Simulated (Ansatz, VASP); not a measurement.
# BN: VASP beside Ansatz

```
B N
1.0
     0.00000    1.80483    1.80483
     1.80483    0.00000    1.80483
     1.80483    1.80483    0.00000
B N
1 1
Direct
  0.00000 0.00000 0.00000
  0.25000 0.25000 0.25000
```

Alike in both runs: task single point; functional PBE-based global hybrid; k mesh 6 × 6 × 6; no spin polarisation.

|  | VASP | Ansatz |
| --- | --- | --- |
| version | VASP 6.6.1 | Ansatz 0.2.0 |
| potentials or method | VASP PAW PBE potentials, release 64 (B, N) | plane waves |
| plane-wave cutoff (eV) | 520 | 420 |
| occupations | gaussian, width 0.01 eV | fixed |
| valence electrons in the cell | 8 | 8 |

|  | VASP | Ansatz | Ansatz less VASP |
| --- | --- | --- | --- |
| gap on the k mesh at the Fermi level (eV) | 7.43 | 7.42 | -0.016 |
| pressure (GPa) | -7.3 | -7.8 | -0.42 |

VASP's potentials were made for PBE, not for PBE-based global hybrid. Ansatz's warnings: stress exchange threshold loose, stress scf threshold loose.

The k mesh is coarse, so the values compare programs but aren't converged.
